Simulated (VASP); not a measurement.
## Ir: single point with PBE

The system is Ir.

```
Ir
1.0
     1.58858    0.91717    3.80397
    -1.58858    0.91717    3.80397
     0.00000   -1.83434    3.80397
Ir
2
Direct
  0.05770 0.05770 0.05770
  0.94230 0.94230 0.94230
```

* Program: VASP 6.6.1
* Task: single point
* Functional: PBE
* Potentials or basis: VASP PAW PBE potentials, release 64 (Ir)
* Cutoff: 520 eV
* k mesh: 6 × 6 × 6
* Occupations: gaussian, width 0.1 eV
* Spin: no spin polarisation
* Dipole correction: no
* Further INCAR settings: ALGO = Normal; EDIFF = 1e-07; NBANDS = 16

- Pressure: 291.9 GPa
- Largest force: 140.869 eV/Å
- Band gap on the k mesh: zero (bands 9 and 10 overlap by 1.55 eV)

Forces on the atoms (eV/Å):
```
Ir     0.000    0.000  140.869
Ir     0.000    0.000 -140.869
```

Stress tensor (GPa, compression positive):
```
 -6.52   0.00   0.00
  0.00  -6.52   0.00
  0.00   0.00 888.62
```

Levels at points of the mesh, in eV from the Fermi level:
| k point | band 5 | band 6 | band 7 | band 8 | band 9 | band 10 | band 11 | band 12 | band 13 | band 14 |
| --- | --- | --- | --- | --- | --- | --- | --- | --- | --- | --- |
| (0.00, 0.00, 0.00) | -8.41 | -8.10 | -6.03 | -1.42 | -1.42 | 1.72 | 1.72 | 7.29 | 7.66 | 10.06 |
| (0.50, 0.00, 0.00) | -6.47 | -4.49 | -2.87 | -2.11 | -0.93 | 0.26 | 0.51 | 3.16 | 6.74 | 9.53 |
| (0.50, 0.50, 0.00) | -6.41 | -3.60 | -3.33 | -3.14 | -0.78 | 0.35 | 3.77 | 3.84 | 4.35 | 7.29 |
| (0.50, 0.50, 0.50) | -8.49 | -6.11 | -3.86 | -1.30 | -1.14 | -1.14 | 3.42 | 3.42 | 9.44 | 12.51 |

Run time: 14 s on 1 thread of AMD EPYC 9R45 96-Core Processor (Zen 5), on a shared host, peak memory 0.15 GiB.

Caveat: the k points lie up to 0.39 Å⁻¹ apart, too coarse for converged energies and pressures of a metal; atoms lie so close that the PAW spheres overlap strongly, which falsifies energies and pressures; spin-orbit coupling is left out, which moves the levels of the heavy elements; forces of over 1 eV/Å act on the atoms, so gaps and moduli don't describe the material at rest.
